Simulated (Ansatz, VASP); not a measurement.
## One calculation of ZrB2, two programs

```xyz
3
Lattice="3.1017 0.0000 0.0000 -1.5508 2.6862 0.0000 0.0000 0.0000 3.5200" Properties=species:S:1:pos:R:3 pbc="T T T"
Zr    0.0000    0.0000    0.0000
B     0.0000    1.7908    1.7600
B     1.5508    0.8954    1.7600
```

Change from the starting cell: equal xx and yy strain of -2 %, PAW files.

Alike in both runs: task electric field gradients; functional LDA; k mesh 12 × 12 × 9; occupations fermi-dirac, width 0.05 eV; no spin polarisation.

|  | VASP | Ansatz |
| --- | --- | --- |
| version | VASP 6.6.1 | Ansatz 0.2.0 |
| potentials or method | VASP PAW LDA potentials, release 64 (Zr_sv, B) | PAW with Ansatz's default frozen-core files, scalar-relativistic |
| plane-wave cutoff (eV) | 520 | 420 |
| valence electrons in the cell | 18 | 18 |

```tsv
	VASP	Ansatz	Ansatz less VASP
pressure (GPa)	3.7	3.2	-0.52
traceless stress, the component that is largest in VASP (GPa)	-4.67	-4.72	-0.053
size of Vzz on the site where it differs most (V/Å²)	47.7	50.5	+2.82
```

LDA's correlation is that of Perdew and Zunger in VASP and of Perdew and Wang (1992) in Ansatz.
